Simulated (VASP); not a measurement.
# Ir (I4/mmm) in VASP: notebook

Runs on Ir. Level: PBEsol. Tasks: single point.

All numbers are computed with VASP 6.6.1; they aren't measurements. Logs are shortened: lines on timing, memory, paths and dates and some standing lists are left out, and cuts for length are marked.

### Step 1. The cell of the first run

Symmetry: I4/mmm, No. 139, tetragonal system. Conventional cell: a = 2.633 Å, b = 2.633 Å, c = 3.839 Å, α = 90.00°, β = 90.00°, γ = 90.00°. Within 3.5 Å of Ir (site symmetry 4/mmm) lie 12 Ir at 2.63 to 2.67 Å.

### Step 2. Single point, PBEsol (equal xx and yy strain of -3 %)

INCAR

```
  ALGO = Normal
  EDIFF = 1E-7
  ENCUT = 520
  GGA = PS
  ISIF = 2
  ISMEAR = -1
  LASPH = T
  LCHARG = T
  LELF = T
  LREAL = F
  LVHAR = T
  LWAVE = F
  NBANDS = 10
  NELM = 80
  PREC = Accurate
  SIGMA = 0.05
```

KPOINTS

```
k-points
0
Gamma
  15 15 15
```

POSCAR

```
Ir
1.0
    0.0000000000      1.8621090000      1.9197000000
    1.8621090000      0.0000000000      1.9197000000
    1.8621090000      1.8621090000      0.0000000000
Ir
1
Direct
    0.0000000000      0.0000000000      0.0000000000
```

Potentials or basis: VASP PAW PBE potentials, release 64 (Ir).

The run is started by

```console
> cat potpaw_PBE.64/Ir/POTCAR > POTCAR
> mpirun -np 1 vasp_std > vasp.out
```

OUTCAR:

```text
EDIFF = 1E-7
   ENCUT = 520
   GGA = PS
   ISIF = 2
   ISMEAR = -1
   LASPH = T
   LREAL = F
   NELM = 80
   PREC = Accurate

 ion  position               nearest neighbor table
   1  0.000  0.000  0.000-

  LATTYP: Found a body centered tetragonal cell.
 ALAT       =     2.6334198024
 C/A-ratio  =     1.4579521262

  Lattice vectors:

 A1 = (  -1.8621090000,   0.0000000000,   1.9197000000)
 A2 = (   1.8621090000,   0.0000000000,   1.9197000000)
 A3 = (   0.0000000000,   1.8621090000,  -1.9197000000)

Analysis of symmetry for initial positions (statically):
=====================================================================
 Subroutine PRICEL returns:
 Original cell was already a primitive cell.

 Routine SETGRP: Setting up the symmetry group for a
 body centered tetragonal supercell.

 Subroutine GETGRP returns: Found 16 space group operations
 (whereof 16 operations were pure point group operations)
 out of a pool of 16 trial point group operations.

The static configuration has the point symmetry D_4h.

Analysis of symmetry for dynamics (positions and initial velocities):
=====================================================================
 Subroutine PRICEL returns:
 Original cell was already a primitive cell.

 Routine SETGRP: Setting up the symmetry group for a
 body centered tetragonal supercell.

 Subroutine GETGRP returns: Found 16 space group operations
 (whereof 16 operations were pure point group operations)
 out of a pool of 16 trial point group operations.

The dynamic configuration has the point symmetry D_4h.

 Subroutine INISYM returns: Found 16 space group operations
 (whereof 16 operations are pure point group operations),
 and found     1 'primitive' translations

----------------------------------------------------------------------------------------

                                     Primitive cell

  volume of cell :      13.3129

  direct lattice vectors                    reciprocal lattice vectors
     0.000000000  1.862109000  1.919700000    -0.268512745  0.268512745  0.260457363
     1.862109000  0.000000000  1.919700000     0.268512745 -0.268512745  0.260457363
     1.862109000  1.862109000  0.000000000     0.268512745  0.268512745 -0.260457363

  length of vectors
     2.674452845  2.674452845  2.633419802     0.460473916  0.460473916  0.460473916

  position of ions in fractional coordinates (direct lattice)
     0.000000000  0.000000000  0.000000000

  ion indices of the primitive-cell ions
   primitive index   ion index
                 1           1
[... 71 lines left out ...]
   NELM   =     80;   NELMIN=  2; NELMDL= -5     # of ELM steps
   EDIFF  = 0.1E-06   stopping-criterion for ELM
   LREAL  =      F    real-space projection
   EDIFFG = 0.1E-05   stopping-criterion for IOM
   NSW    =      0    number of steps for IOM
   IBRION =     -1    ionic relax: 0-MD 1-quasi-New 2-CG
   NFREE  =      0    steps in history (QN), initial steepest desc. (CG)
   ISIF   =      2    stress and relaxation
   ISYM   =      2    0-nonsym 1-usesym 2-fastsym
   POTIM  = 0.5000    time-step for ionic-motion
   TEBEG  =    0.0;   TEEND  =   0.0 temperature during run
   PSTRESS=    0.0 pullay stress
   NELECT =       9.0000    total number of electrons
   NUPDOWN=      -1.0000    fix difference up-down
   EMIN   =  10.00;   EMAX   =-10.00  energy-range for DOS
   EFERMI =   0.00;   METHOD = LEGACY
   ISMEAR =    -1;   SIGMA  =   0.05  broadening in eV -4-tet -1-fermi 0-gaus
   EFERMI_NEDOS =   21; number of points for ismear=-14 and -15
   IALGO  =     38    algorithm
   IMIX   =      4    mixing-type and parameters
     AMIX     =   0.40;   BMIX     =  1.00
     AMIX_MAG =   1.60;   BMIX_MAG =  1.00
  volume/ion in A,a.u.               =      13.31        89.84
  Fermi-wavevector in a.u.,A,eV,Ry     =   1.436805  2.715168 28.087982  2.064408
  Thomas-Fermi vector in A             =   2.555953
   LORBIT       =      0    0 simple, 1 ext, 2 COOP (PROOUT), +10 PAW based schemes
   GGA     = PS    functional components
   LHFCALC =     F    Hartree Fock is set to
   AEXX    =    0.0000 exact exchange contribution
   IVDW    =     0    specifies the selected vdW correction
   LEPSILON=     F    determine dielectric tensor
   LRPA    =     F    only Hartree local field effects (RPA)
 non-spin polarized calculation
  energy-cutoff  :      520.00
  volume of cell :       13.31
 maximum number of plane-waves:       372
   NGX =  9   NGY =  9   NGZ =  9

 number of electron       9.0000000 magnetization

 Free energy of the ion-electron system (eV)
  ---------------------------------------------------
  ext. energy  EPLUGINS =         0.00000000
  ---------------------------------------------------
  free energy    TOTEN  =        -9.75980508 eV

  energy without entropy =       -9.75254254  energy(sigma->0) =       -9.75617381

 E-fermi :  11.3964     XC(G=0): -14.4606

 val. band max:       11.3911100758   @ k =   0.2667   0.2667   0.0000
 cond. band min:      11.3987956906   @ k =  -0.1333   0.4667   0.4000
 fundamental gap:      0.0076856147
 Fermi energy:        11.3963909353

 k-point     1 :       0.0000    0.0000    0.0000
  band No.  band energies     occupation
      1      -0.5250      2.00000
      2       6.7671      2.00000
      3       7.2062      2.00000
      4       7.2062      2.00000
      5       9.7350      2.00000
      6      10.3343      2.00000
      7      25.5343      0.00000
      8      30.7694      0.00000
      9      31.8210      0.00000
     10      31.8210      0.00000
[... 287 lines left out ...]
 k-point    24 :       0.2000    0.1333    0.0000
  band No.  band energies     occupation
      1       1.1697      2.00000
      2       5.7341      2.00000
      3       7.8963      2.00000
      4       8.1765      2.00000
      5       8.7541      2.00000
      6      10.7742      1.99999
      7      28.4182      0.00000
      8      28.7570      0.00000
      9      32.1829      0.00000
     10      32.5570      0.00000

 [... further k-points ...]
[... 5 lines left out ...]
  --------------------------------------------------------------------------------------
  -------------------------------------------------------------------------------------
  Total        2.5156150      2.5156150      1.3198523      0.0000000     -0.0000000     -0.0000000
  in kB      302.7479452    302.7479452    158.8409036      0.0000000     -0.0000000     -0.0000000
  external PRESSURE =     254.7789313 kB  Pullay stress =       0.0000000 kB

 VOLUME and BASIS-vectors are now :
 -----------------------------------------------------------------------------
  energy-cutoff  :      520.00
  volume of cell :       13.31
      direct lattice vectors                 reciprocal lattice vectors
     0.000000000  1.862109000  1.919700000    -0.268512745  0.268512745  0.260457363
     1.862109000  0.000000000  1.919700000     0.268512745 -0.268512745  0.260457363
     1.862109000  1.862109000  0.000000000     0.268512745  0.268512745 -0.260457363

 POSITION                                       TOTAL-FORCE (eV/Angst)
 -----------------------------------------------------------------------------------
      0.00000      0.00000      0.00000         0.000000      0.000000      0.000000
 -----------------------------------------------------------------------------------
    total drift:                                0.000000      0.000000      0.000000

  FREE ENERGIE OF THE ION-ELECTRON SYSTEM (eV)
  ---------------------------------------------------
  free  energy   TOTEN  =        -9.7598050850 eV

  energy  without entropy=       -9.7525425370  energy(sigma->0) =       -9.75617381
```

It took 13 s on 1 thread of Intel Xeon 6975P-C (Granite Rapids), shared host; peak memory 0.16 GiB.

Results:

- Free energy: -9.7598 eV
- Pressure: 25.5 GPa

Caveat: the cell differs from its parent crystal (equal xx and yy strain of -3 %); the PAW data sets were made with another functional, which shifts forces and pressure a little; spin-orbit coupling is left out, which moves the levels of the heavy elements.

### Step 3. Single point, PBEsol (zz strain of -3 %)

INCAR

```
  PREC = Accurate
  ENCUT = 520
  EDIFF = 1E-7
  ISMEAR = -1
  SIGMA = 0.05
  LREAL = F
  LASPH = T
  NELM = 60
  ALGO = Normal
  ISIF = 2
  LWAVE = F
  LCHARG = F
  GGA = PS
  NBANDS = 10
```

KPOINTS

```
Automatic mesh
0
Gamma
  15 15 15
```

POSCAR

```
Ir
1.0
    0.0000000000      1.9197000000      1.8621090000
    1.9197000000      0.0000000000      1.8621090000
    1.9197000000      1.9197000000      0.0000000000
Ir
1
Direct
    0.0000000000      0.0000000000      0.0000000000
```

Potentials or basis: VASP PAW PBE potentials, release 64 (Ir).

The run is started by

```console
> cat potpaw_PBE.64/Ir/POTCAR > POTCAR
> mpirun -np 1 vasp_std > vasp.out
```

It took 12 s on 1 thread of Intel Xeon 6975P-C (Granite Rapids), shared host; peak memory 0.16 GiB.

The run converged. Its results:

```yaml
Free_energy: -9.8065 eV
Pressure: 10.9 GPa
```

Stress tensor (GPa, compression positive):
```
 6.71  0.00  0.00
 0.00  6.71  0.00
 0.00  0.00 19.26
```

Levels at points of the mesh, in eV from the Fermi level:
```csv
k point,band 2,band 3,band 4,band 5,band 6,band 7
"(0.00, 0.00, 0.00)",-4.27,-4.27,-3.86,-1.57,-1.03,14.22
```

Caveat: the cell differs from its parent crystal (zz strain of -3 %); the PAW data sets were made with another functional, which shifts forces and pressure a little; spin-orbit coupling is left out, which moves the levels of the heavy elements.

### Step 4. Single point, PBEsol (equal xx and yy strain of -2 %)

INCAR

```
SYSTEM = Ir
PREC = Accurate
ENCUT = 520
EDIFF = 1E-6
ISMEAR = -1
SIGMA = 0.05
LREAL = .False.
LASPH = .True.
NELM = 60
ALGO = Normal
ISIF = 2
LWAVE = .False.
LCHARG = .True.
GGA = PS
LELF = .True.
LVHAR = .True.
NBANDS = 10
```

KPOINTS

```
regular mesh
0
Gamma
  15 15 15
  0 0 0
```

POSCAR

```
Ir
1.0
    0.0000000000      1.8813060000      1.9197000000
    1.8813060000      0.0000000000      1.9197000000
    1.8813060000      1.8813060000      0.0000000000
Ir
1
Direct
    0.0000000000      0.0000000000      0.0000000000
```

The run is started by

```console
> cat potpaw_PBE.64/Ir/POTCAR > POTCAR
> mpirun -np 1 vasp_std > vasp.out
```

It took 13 s on 1 thread of Intel Xeon 6975P-C (Granite Rapids), shared host; peak memory 0.16 GiB.

Results (log left out):

| Quantity | Value |
| --- | --- |
| Free energy | -9.8015 eV |
| Pressure | 15.3 GPa |

Stress tensor (GPa, compression positive):
```
18.27  0.00  0.00
 0.00 18.27  0.00
 0.00  0.00  9.35
```

Levels at points of the mesh, in eV from the Fermi level:
| k point | band 1 | band 2 | band 3 | band 4 | band 5 | band 6 | band 7 | band 8 |
| --- | --- | --- | --- | --- | --- | --- | --- | --- |
| (0.00, 0.00, 0.00) | -11.69 | -4.40 | -4.11 | -4.11 | -1.51 | -1.13 | 14.18 | 19.54 |

Caveat: the cell differs from its parent crystal (equal xx and yy strain of -2 %); the PAW data sets were made with another functional, which shifts forces and pressure a little; spin-orbit coupling is left out, which moves the levels of the heavy elements.

### Step 5. Single point, PBEsol (zz strain of -1 %)

INCAR

```
  ALGO = Normal
  EDIFF = 1E-6
  ENCUT = 520
  GGA = PS
  ISIF = 2
  ISMEAR = -1
  LASPH = True
  LCHARG = False
  LREAL = False
  LWAVE = False
  NBANDS = 10
  NELM = 100
  PREC = Accurate
  SIGMA = 0.05
```

KPOINTS

```
k-points
0
Gamma
  15 15 15
```

POSCAR

```
Ir
1.0
    0.0000000000      1.9197000000      1.9005030000
    1.9197000000      0.0000000000      1.9005030000
    1.9197000000      1.9197000000      0.0000000000
Ir
1
Direct
    0.0000000000      0.0000000000      0.0000000000
```

The run is started by

```console
> cat potpaw_PBE.64/Ir/POTCAR > POTCAR
> mpirun -np 1 vasp_std > vasp.out
```

Run time: 12 s. Hardware: 1 thread of Intel Xeon 6975P-C (Granite Rapids), shared host; peak memory 0.16 GiB.

It converged, with:

| Property | Result |
| --- | --- |
| Free energy | -9.8276 eV |
| Pressure | 2.1 GPa |

Stress tensor (GPa, compression positive):
```
0.75 0.00 0.00
0.00 0.75 0.00
0.00 0.00 4.78
```

Levels at points of the mesh, in eV from the Fermi level:
| k point | band 1 | band 2 | band 3 | band 4 | band 5 | band 6 | band 7 | band 8 |
| --- | --- | --- | --- | --- | --- | --- | --- | --- |
| (0.00, 0.00, 0.00) | -11.35 | -4.06 | -4.06 | -3.93 | -1.35 | -1.17 | 14.25 | 19.77 |

Caveat: the cell differs from its parent crystal (zz strain of -1 %); the PAW data sets were made with another functional, which shifts forces and pressure a little; spin-orbit coupling is left out, which moves the levels of the heavy elements.

### Step 6. Overview

| cell | gap on the mesh (eV) | pressure (GPa) |
| --- | --- | --- |
| a = 2.674, b = 2.674, c = 2.633 Å, angles 60.5, 60.5, 59.0°, 1 atom | none | 25.5 |
| a = 2.674, b = 2.674, c = 2.715 Å, angles 59.5, 59.5, 61.0°, 1 atom | none | 10.9 |
| a = 2.688, b = 2.688, c = 2.661 Å, angles 60.3, 60.3, 59.3°, 1 atom | none | 15.3 |
| a = 2.701, b = 2.701, c = 2.715 Å, angles 59.8, 59.8, 60.3°, 1 atom | none | 2.1 |

Alike in all rows: task single point; level PBEsol; potentials or basis VASP PAW PBE potentials, release 64 (Ir); no spin polarisation; k mesh 15 × 15 × 15; cutoff (eV) 520; smearing fermi-dirac 0.05 eV.

Caveats: the PAW data sets were made with another functional, which shifts forces and pressure a little; spin-orbit coupling is left out, which moves the levels of the heavy elements.

Absolute energies hang on the potentials; compare differences alone.
